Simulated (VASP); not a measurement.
Here is a VASP 6.6.1 calculation.

INCAR

```
  PREC = Accurate
  ENCUT = 520
  EDIFF = 1E-6
  ISMEAR = -1
  SIGMA = 0.1
  LREAL = False
  LASPH = True
  NELM = 60
  ALGO = Normal
  ISIF = 2
  LWAVE = False
  LCHARG = False
  GGA = PE
  NBANDS = 13
```

Contents of KPOINTS:

```
regular mesh
0
Gamma
  18 18 18
```

File POSCAR:

```
Pb
1.0
    0.0000000000      2.5175937382      2.5175937382
    2.5175937382      0.0000000000      2.5175937382
    2.5175937382      2.5175937382      0.0000000000
Pb
1
Direct
    0.0000000000      0.0000000000      0.0000000000
```

Potentials or basis: VASP PAW PBE potentials, release 64 (Pb_d).

Command:

```console
$ cat potpaw_PBE.64/Pb_d/POTCAR > POTCAR
$ mpirun -np 1 vasp_std > vasp.out
```

Q: What does it give for the band gap on the k mesh?

A: Zero (bands 7 and 8 overlap by 8.46 eV).

Q: Predict the pressure.

A: 0.1 GPa.

Caveat: spin-orbit coupling is left out, which moves the levels of the heavy elements.
